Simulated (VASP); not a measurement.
Here is a VASP 6.6.1 calculation.

Contents of INCAR:

```
SYSTEM = In
PREC     = Accurate       ! precision mode
ENCUT    = 520            ! plane-wave cutoff, eV
EDIFF    = 1E-7           ! SCF threshold, eV
ISMEAR   = -1             ! smearing method
SIGMA    = 0.05           ! smearing width, eV
LREAL    = .FALSE.        ! projectors in reciprocal space
LASPH    = .TRUE.         ! aspherical terms in the spheres
NELM     = 100            ! most SCF steps
ALGO     = Normal         ! electronic algorithm
ISIF     = 2              ! what is computed and relaxed
LWAVE    = .FALSE.        ! write WAVECAR
LCHARG   = .FALSE.        ! write CHGCAR
GGA      = PS             ! functional
NBANDS   = 12             ! bands
```

Contents of KPOINTS:

```
Automatic mesh
0
G
  10 10 10
  0 0 0
```

The input POSCAR:

```
In
1.0
   -1.8825252400      1.8825252400      1.8825252400
    1.8825252400     -1.8825252400      1.8825252400
    1.8825252400      1.8825252400     -1.8825252400
In
1
Direct
    0.0000000000      0.0000000000      0.0000000000
```

Potentials or basis: VASP PAW PBE potentials, release 64 (In_d).

Command:

```console
$ cat potpaw_PBE.64/In_d/POTCAR > POTCAR
$ mpirun -np 1 vasp_std > vasp.out
```

(1) Estimate the pressure.

## Answers

(1) -1.4 GPa.

Caveat: the PAW data sets were made with another functional, which shifts forces and pressure a little.
